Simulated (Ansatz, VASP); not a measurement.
# Na in VASP and in Ansatz

```
Na
1.0
     0.00000    3.56943    3.56943
     3.56943    0.00000    3.56943
     3.56943    3.56943    0.00000
Na
2
Direct
  0.87500 0.87500 0.87500
  0.12500 0.12500 0.12500
```

Change from the starting cell: volume scaled by 0.84, norm-conserving files.

Alike in both runs: task single point; functional PBE; k mesh 9 × 9 × 9; occupations fermi-dirac, width 0.05 eV; no spin polarisation.

|  | VASP | Ansatz |
| --- | --- | --- |
| version | VASP 6.6.1 | Ansatz 0.2.0 |
| potentials or method | VASP PAW PBE potentials, release 64 (Na_pv) | norm-conserving pseudopotentials, scalar-relativistic |
| plane-wave cutoff (eV) | 520 | 1197 |
| valence electrons in the cell | 14 | 18 |

|  | VASP | Ansatz | Ansatz less VASP |
| --- | --- | --- | --- |
| pressure (GPa) | 0.7 | 0.7 | +0.02 |

The functional is the same, so the differences come from potentials, cutoffs and numerics. VASP's potentials hold 14 valence electrons a cell and Ansatz's 18, so a difference there can come from the potentials and not from the codes.
